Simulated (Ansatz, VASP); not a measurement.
## GaAs: VASP beside Ansatz

```
Ga As
1.0
     0.00000    2.73846    2.73846
     2.73846    0.00000    2.73846
     2.73846    2.73846    0.00000
Ga As
1 1
Direct
  0.00000 0.00000 0.00000
  0.25000 0.25000 0.25000
```

Change from the starting cell: hydrostatic strain -3.3%.

Alike in both runs: task single point; functional r2SCAN; k mesh 8 × 8 × 8; no spin polarisation.

```csv
,VASP,Ansatz
version,VASP 6.6.1,Ansatz 0.2.0
potentials or method,"VASP PAW PBE potentials, release 64 (Ga_d, As)","plane waves, PAW"
plane-wave cutoff (eV),520,500
occupations,"gaussian, width 0.01 eV",fixed
valence electrons in the cell,18,28
```

VASP gave:

```
gap on the k mesh at the Fermi level (eV) : 1.57
pressure (GPa)                            : 9.5
```

Task: Which values does Ansatz return?

Result: gap on the k mesh at the Fermi level (eV): 1.57; pressure (GPa): 9.3.

VASP's potentials were made for PBE, not for r2SCAN. VASP's potentials hold 18 valence electrons a cell and Ansatz's 28, so a difference there can come from the potentials and not from the codes.
